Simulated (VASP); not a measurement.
# TiO2 (Anatase) (I4_1/amd) in VASP: notebook

The runs below take TiO2 (Anatase) through single point, with PBE.

All numbers are computed with VASP 6.6.1; they aren't measurements. Logs are shortened: lines on timing, memory, paths and dates and some standing lists are left out, and cuts for length are marked.

### 1 The cell of the first run

The structure is tetragonal, space group I4_1/amd (No. 141). The conventional cell has a = 3.800 Å, b = 3.800 Å, c = 9.713 Å, α = 90.00°, β = 90.00°, γ = 90.00°. Within 2.6 Å of Ti (site symmetry -4m2) lie 6 O at 1.95 to 2.00 Å. O (site symmetry 2mm) has 3 Ti at 1.95 to 2.00 Å and 2 O at 2.47 Å within 2.6 Å.

### 2 Single point, PBE

Input file INCAR:

```
SYSTEM = TiO2
  PREC = Accurate
  ENCUT = 520
  EDIFF = 1E-6
  ISMEAR = -1
  SIGMA = 0.05
  LREAL = .False.
  LASPH = .True.
  NELM = 60
  ALGO = Normal
  ISIF = 2
  LWAVE = .False.
  LCHARG = .True.
  GGA = PE
  LELF = .True.
  LVHAR = .True.
  NBANDS = 33
```

Input file KPOINTS:

```
regular mesh
0
Gamma
  10 10 10
  0 0 0
```

Input file POSCAR:

```
TiO2
1.0
   -1.8999855573      1.8999855573      4.8565512760
    1.8999855573     -1.8999855573      4.8565512760
    1.8999855573      1.8999855573     -4.8565512760
Ti O
2 4
Direct
    0.7500000000      0.2500000000      0.5000000000
    0.0000000000      0.0000000000      0.0000000000
    0.7936126057      0.7936126057      0.0000000000
    0.5436126057      0.0436126057      0.5000000000
    0.9563873943      0.4563873943      0.5000000000
    0.2063873943      0.2063873943      0.0000000000
```

Potentials or basis: VASP PAW PBE potentials, release 64 (Ti_sv, O).

Run with:

```
$ cat potpaw_PBE.64/Ti_sv/POTCAR potpaw_PBE.64/O/POTCAR > POTCAR
$ mpirun -np 1 vasp_std > vasp.out
```

OUTCAR:

```text
SYSTEM = TiO2
   PREC = Accurate
   ENCUT = 520
   EDIFF = 1E-6
   ISMEAR = -1
   LREAL = .False.
   LASPH = .True.
   NELM = 60
   ISIF = 2
   GGA = PE

 ion  position               nearest neighbor table
   1  0.750  0.250  0.500-   3 1.95   6 1.95   3 1.95   6 1.95   5 2.00   4 2.00
   2  0.000  0.000  0.000-   4 1.95   5 1.95   4 1.95   5 1.95   3 2.00   6 2.00
   3  0.794  0.794  0.000-   1 1.95   1 1.95   2 2.00
   4  0.544  0.044  0.500-   2 1.95   2 1.95   1 2.00
   5  0.956  0.456  0.500-   2 1.95   2 1.95   1 2.00
   6  0.206  0.206  0.000-   1 1.95   1 1.95   2 2.00

  LATTYP: Found a body centered tetragonal cell.
 ALAT       =     3.7999711146
 C/A-ratio  =     2.5560990489

  Lattice vectors:

 A1 = (  -1.8999855573,   1.8999855573,   4.8565512760)
 A2 = (   1.8999855573,  -1.8999855573,   4.8565512760)
 A3 = (   1.8999855573,   1.8999855573,  -4.8565512760)

Analysis of symmetry for initial positions (statically):
=====================================================================
 Subroutine PRICEL returns:
 Original cell was already a primitive cell.

 Routine SETGRP: Setting up the symmetry group for a
 body centered tetragonal supercell.

 Subroutine GETGRP returns: Found 16 space group operations
 (whereof  8 operations were pure point group operations)
 out of a pool of 16 trial point group operations.

The static configuration has the point symmetry D_2d.
 The point group associated with its full space group is D_4h.

Analysis of symmetry for dynamics (positions and initial velocities):
=====================================================================
 Subroutine PRICEL returns:
 Original cell was already a primitive cell.

 Routine SETGRP: Setting up the symmetry group for a
 body centered tetragonal supercell.

 Subroutine GETGRP returns: Found 16 space group operations
 (whereof  8 operations were pure point group operations)
 out of a pool of 16 trial point group operations.

The dynamic configuration has the point symmetry D_2d.
 The point group associated with its full space group is D_4h.

 Subroutine INISYM returns: Found 16 space group operations
 (whereof  8 operations are pure point group operations),
 and found     1 'primitive' translations

----------------------------------------------------------------------------------------

                                     Primitive cell

  volume of cell :      70.1275

  direct lattice vectors                    reciprocal lattice vectors
    -1.899985557  1.899985557  4.856551276     0.000000000  0.263159895  0.102953716
     1.899985557 -1.899985557  4.856551276     0.263159895  0.000000000  0.102953716
     1.899985557  1.899985557 -4.856551276     0.263159895  0.263159895  0.000000000

  length of vectors
     5.550313553  5.550313553  5.550313553     0.282582020  0.282582020  0.372164293

  position of ions in fractional coordinates (direct lattice)
     0.750000000  0.250000000  0.500000000
     0.000000000  0.000000000  0.000000000
     0.793612606  0.793612606  0.000000000
     0.543612606  0.043612606  0.500000000
     0.956387394  0.456387394  0.500000000
     0.206387394  0.206387394  0.000000000

  ion indices of the primitive-cell ions
   primitive index   ion index
                 1           1
                 2           2
                 3           3
                 4           4
                 5           5
                 6           6

----------------------------------------------------------------------------------------

 KPOINTS: regular mesh

Automatic generation of k-mesh.
 Grid dimensions read from file:
 generate k-points for:   10   10   10

 Generating k-lattice:

  Cartesian coordinates                     Fractional coordinates (reciprocal lattice)
     0.000000000  0.026315990  0.010295372     0.100000000  0.000000000  0.000000000
     0.026315990  0.000000000  0.010295372     0.000000000  0.100000000  0.000000000
     0.026315990  0.026315990  0.000000000     0.000000000  0.000000000  0.100000000

  Length of vectors
     0.028258202  0.028258202  0.037216429

  Shift w.r.t. Gamma in fractional coordinates (k-lattice)
     0.000000000  0.000000000  0.000000000

 Subroutine IBZKPT returns following result:
 ===========================================

 Found    102 irreducible k-points:

 Following reciprocal coordinates:
            Coordinates               Weight
  0.000000  0.000000  0.000000      1.000000
  0.100000  0.000000 -0.000000      8.000000
  0.200000  0.000000 -0.000000      8.000000
  0.300000  0.000000  0.000000      8.000000
  0.400000  0.000000 -0.000000      8.000000
  0.500000  0.000000  0.000000      4.000000
[... 16 lines left out ...]
  0.300000  0.300000  0.000000      8.000000
  0.400000  0.300000 -0.000000     16.000000
 [... further k-points ...]
   k-points           NKPTS =    102   k-points in BZ     NKDIM =    102   number of bands    NBANDS=     33
   number of dos      NEDOS =    301   number of ions     NIONS =      6
   total plane-waves  NPLWV =  74088
   dimension x,y,z NGX =    42 NGY =   42 NGZ =   42
   dimension x,y,z NGXF=    84 NGYF=   84 NGZF=   84
   ions per type =               2   4
   NGX,Y,Z   is equivalent  to a cutoff of  12.58, 12.58, 12.58 a.u.
   NGXF,Y,Z  is equivalent  to a cutoff of  25.16, 25.16, 25.16 a.u.
 SYSTEM =  TiO2
   PREC   = accura    normal or accurate (medium, high low for compatibility)
   ISTART =      0    job   : 0-new  1-cont  2-samecut
   ICHARG =      2    charge: 1-file 2-atom 10-const
   ISPIN  =      1    spin polarized calculation?
   LNONCOLLINEAR =      F non collinear calculations
   LSORBIT =      F    spin-orbit coupling
   LASPH  =      T    aspherical Exc in radial PAW
   ENCUT  =  520.0 eV  38.22 Ry    6.18 a.u.  10.32 10.32 10.32*2*pi/ulx,y,z
   NELM   =     60;   NELMIN=  2; NELMDL= -5     # of ELM steps
   EDIFF  = 0.1E-05   stopping-criterion for ELM
   LREAL  =      F    real-space projection
   EDIFFG = 0.1E-04   stopping-criterion for IOM
   NSW    =      0    number of steps for IOM
   IBRION =     -1    ionic relax: 0-MD 1-quasi-New 2-CG
   NFREE  =      0    steps in history (QN), initial steepest desc. (CG)
   ISIF   =      2    stress and relaxation
   ISYM   =      2    0-nonsym 1-usesym 2-fastsym
   POTIM  = 0.5000    time-step for ionic-motion
   TEBEG  =    0.0;   TEEND  =   0.0 temperature during run
   PSTRESS=    0.0 pullay stress
   NELECT =      48.0000    total number of electrons
   NUPDOWN=      -1.0000    fix difference up-down
   EMIN   =  10.00;   EMAX   =-10.00  energy-range for DOS
   EFERMI =   0.00;   METHOD = LEGACY
   ISMEAR =    -1;   SIGMA  =   0.05  broadening in eV -4-tet -1-fermi 0-gaus
   EFERMI_NEDOS =   21; number of points for ismear=-14 and -15
   IALGO  =     38    algorithm
   IMIX   =      4    mixing-type and parameters
     AMIX     =   0.40;   BMIX     =  1.00
     AMIX_MAG =   1.60;   BMIX_MAG =  1.00
  volume/ion in A,a.u.               =      11.69        78.87
  Fermi-wavevector in a.u.,A,eV,Ry     =   1.442754  2.726410 28.321072  2.081540
  Thomas-Fermi vector in A             =   2.561239
   LORBIT       =      0    0 simple, 1 ext, 2 COOP (PROOUT), +10 PAW based schemes
   GGA     = PE    functional components
   LHFCALC =     F    Hartree Fock is set to
   AEXX    =    0.0000 exact exchange contribution
   IVDW    =     0    specifies the selected vdW correction
   LEPSILON=     F    determine dielectric tensor
   LRPA    =     F    only Hartree local field effects (RPA)
 non-spin polarized calculation
  energy-cutoff  :      520.00
  volume of cell :       70.13
 maximum number of plane-waves:      1901
 NGX is ok and might be reduce to    42
   NGX = 21   NGY = 21   NGZ = 21

 number of electron      47.9999996 magnetization

 Free energy of the ion-electron system (eV)
  ---------------------------------------------------
  ext. energy  EPLUGINS =         0.00000000
  ---------------------------------------------------
  free energy    TOTEN  =       -53.86532513 eV

  energy without entropy =      -53.86532513  energy(sigma->0) =      -53.86532513

 E-fermi :   4.2156     XC(G=0): -10.5823

 val. band max:        3.1248572158   @ k =  -0.4000   0.4000   0.0000
 cond. band min:       5.2359723903   @ k =   0.0000   0.0000   0.0000
 fundamental gap:      2.1111151745
 Fermi energy:         4.2155875817

 k-point     1 :       0.0000    0.0000    0.0000
  band No.  band energies     occupation
      1     -53.3378      2.00000
      2     -53.2873      2.00000
      3     -29.7637      2.00000
      4     -29.5468      2.00000
      5     -29.5468      2.00000
      6     -29.4862      2.00000
[... 25 lines left out ...]
     32       8.1650      0.00000
     33       8.3175      0.00000

 k-point     2 :       0.1000    0.0000   -0.0000
  band No.  band energies     occupation
      1     -53.3366      2.00000
      2     -53.2881      2.00000
      3     -29.7611      2.00000
      4     -29.5585      2.00000
      5     -29.5477      2.00000
      6     -29.4912      2.00000
[... 25 lines left out ...]
     32       8.3508      0.00000
     33       8.5880      0.00000

 k-point     3 :       0.2000    0.0000   -0.0000
  band No.  band energies     occupation
      1     -53.3335      2.00000
      2     -53.2901      2.00000
      3     -29.7542      2.00000
      4     -29.5878      2.00000
      5     -29.5496      2.00000
      6     -29.5031      2.00000
[... 25 lines left out ...]
     32       8.6998      0.00000
     33       8.9930      0.00000

 k-point     4 :       0.3000    0.0000    0.0000
  band No.  band energies     occupation
      1     -53.3292      2.00000
      2     -53.2932      2.00000
      3     -29.7459      2.00000
      4     -29.6232      2.00000
      5     -29.5517      2.00000
      6     -29.5148      2.00000
[... 673 lines left out ...]
     32       9.3805      0.00000
     33       9.6202      0.00000

 k-point    23 :       0.3000    0.3000    0.0000
  band No.  band energies     occupation
      1     -53.3185      2.00000
      2     -53.3011      2.00000
      3     -29.7212      2.00000
      4     -29.6685      2.00000
      5     -29.5886      2.00000
      6     -29.5487      2.00000
[... 25 lines left out ...]
     32       9.3722      0.00000
     33      10.2019      0.00000

 k-point    24 :       0.4000    0.3000   -0.0000
  band No.  band energies     occupation
      1     -53.3153      2.00000
      2     -53.3033      2.00000
      3     -29.7235      2.00000
      4     -29.6879      2.00000
      5     -29.5906      2.00000
      6     -29.5631      2.00000
[... 25 lines left out ...]
     32       9.3810      0.00000
     33      10.2760      0.00000

 [... further k-points ...]

------------------------ aborting loop because EDIFF is reached ----------------------------------------

  FORCE on cell =-STRESS in cart. coord.  units (eV):
  Direction    XX          YY          ZZ          XY          YZ          ZX
  --------------------------------------------------------------------------------------
  -------------------------------------------------------------------------------------
  Total        0.1421791      0.1421791      0.1068958      0.0000000     -0.0000000      0.0000000
  in kB        3.2483125      3.2483125      2.4422083      0.0000000     -0.0000000      0.0000000
  external PRESSURE =       2.9796111 kB  Pullay stress =       0.0000000 kB

 VOLUME and BASIS-vectors are now :
 -----------------------------------------------------------------------------
  energy-cutoff  :      520.00
  volume of cell :       70.13
      direct lattice vectors                 reciprocal lattice vectors
    -1.899985557  1.899985557  4.856551276     0.000000000  0.263159895  0.102953716
     1.899985557 -1.899985557  4.856551276     0.263159895  0.000000000  0.102953716
     1.899985557  1.899985557 -4.856551276     0.263159895  0.263159895  0.000000000

 POSITION                                       TOTAL-FORCE (eV/Angst)
 -----------------------------------------------------------------------------------
      0.00000      1.89999      2.42828        -0.000000     -0.000000      0.000000
      0.00000      0.00000      0.00000        -0.000000     -0.000000      0.000000
      0.00000      0.00000      7.70844         0.000000     -0.000000     -0.006706
      0.00000      1.89999      0.42361        -0.000000      0.000000     -0.006706
      0.00000      1.89999      4.43294        -0.000000      0.000000      0.006706
      0.00000      0.00000      2.00466         0.000000     -0.000000      0.006706
 -----------------------------------------------------------------------------------
    total drift:                               -0.000000     -0.000000      0.000000

  FREE ENERGIE OF THE ION-ELECTRON SYSTEM (eV)
  ---------------------------------------------------
  free  energy   TOTEN  =       -53.8653251288 eV

  energy  without entropy=      -53.8653251288  energy(sigma->0) =      -53.86532513
```

Wall time 8.2 min (1 thread of Intel Xeon 6975P-C, shared host); peak memory 0.38 GiB.

What came out:

```yaml
Free_energy: -53.8653 eV
Pressure: 0.3 GPa
Largest_force: 0.007 eV/Å
Band_gap_on_the_k_mesh: 2.11 eV, indirect (least direct gap 2.41 eV)
```

Forces on the atoms (eV/Å):
```
Ti   0.000  0.000  0.000
Ti   0.000  0.000  0.000
O    0.000  0.000 -0.007
O    0.000  0.000 -0.007
O    0.000  0.000  0.007
O    0.000  0.000  0.007
```

Stress tensor (GPa, compression positive):
```
0.32 0.00 0.00
0.00 0.32 0.00
0.00 0.00 0.24
```

Levels at points of the mesh, in eV from the valence-band top:
```csv
k point,band 20,band 21,band 22,band 23,band 24,band 25,band 26,band 27,band 28,band 29
"(0.00, 0.00, 0.00)",-0.79,-0.79,-0.78,-0.41,-0.41,2.11,2.77,3.96,3.96,3.97
"(0.50, 0.00, 0.00)",-1.89,-1.87,-0.87,-0.84,-0.64,3.18,3.45,3.51,3.51,4.19
"(0.50, 0.50, 0.00)",-2.56,-1.97,-1.97,-0.04,-0.04,3.20,3.20,3.67,3.67,4.77
"(0.50, 0.50, 0.50)",-1.32,-1.23,-1.23,-0.09,-0.09,2.43,2.43,3.69,3.69,4.25
```

A k mesh can miss the band edges. As with any semilocal functional, this PBE gap is likely too small.

(Continued in part 2 of 2.)
